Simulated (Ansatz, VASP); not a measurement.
**Zn: VASP beside Ansatz**

File INCAR:

```
SYSTEM = Zn
ALGO = Normal ; EDIFF = 1E-6
ENCUT = 520 ; GGA = RE
ISIF = 2 ; ISMEAR = -1
LASPH = .TRUE. ; LCHARG = .FALSE.
LREAL = .FALSE. ; LWAVE = .FALSE.
NBANDS = 25 ; NELM = 100
PREC = Accurate ; SIGMA = 0.1
```

KPOINTS

```
k-points
0
G
  9 9 13
  0 0 0
```

Contents of POSCAR:

```
Zn
1.0
    4.5978054271      0.0000000000      0.0000000000
   -2.2989027135      3.9818163015      0.0000000000
    0.0000000000      0.0000000000      2.7502834813
Zn
3
Direct
    0.0000000000      0.0000000000      1.0000000000
    0.3333333333      0.6666666667      0.5000000000
    0.6666666667      0.3333333333      0.5000000000
```

Input for Ansatz:

```yaml
crystal:
  lattice:
    - [4.5978054271, 0.0, 0.0]
    - [-2.2989027135, 3.9818163015, 0.0]
    - [0.0, 0.0, 2.7502834813]
  atoms:
    - { symbol: Zn, position: [0.0, 0.0, 1.0] }
    - { symbol: Zn, position: [0.3333333333, 0.6666666667, 0.5] }
    - { symbol: Zn, position: [0.6666666667, 0.3333333333, 0.5] }
hamiltonian:
  xc: revpbe
  pseudopotentials:
    kind: paw
    azcp:
      Zn: "pseudopotentials/Zn.paw.azcp"
basis:
  ecutwfc: 420
  fft_grid_basis: typed
kpoints:
  mp_grid: { grid: [9, 9, 13], shift: [0, 0, 0] }
magnetization:
  spin_polarized: false
scf:
  occupations: { method: fermi_dirac, width: 0.1 }
  lower_state_search: "off"
output:
  stress: true
```

Alike in both runs: task single point; functional revPBE; k mesh 9 × 9 × 13; occupations fermi-dirac, width 0.1 eV; no spin polarisation.

```csv
,VASP,Ansatz
version,VASP 6.6.1,Ansatz 0.2.0
potentials or method,"VASP PAW PBE potentials, release 64 (Zn), cutoff 520 eV","plane waves (420 eV) with PAW, scalar-relativistic"
valence electrons in the cell,36,36
```

|  | VASP | Ansatz | Ansatz less VASP |
| --- | --- | --- | --- |
| pressure (GPa) | -1.9 | -2.0 | -0.06 |
| traceless stress, the component that is largest in VASP (GPa) | 0.70 | 0.69 | -0.005 |

VASP's potentials were made for PBE, not for revPBE. With one functional, cell and mesh, what is left measures potentials, basis and numerics.
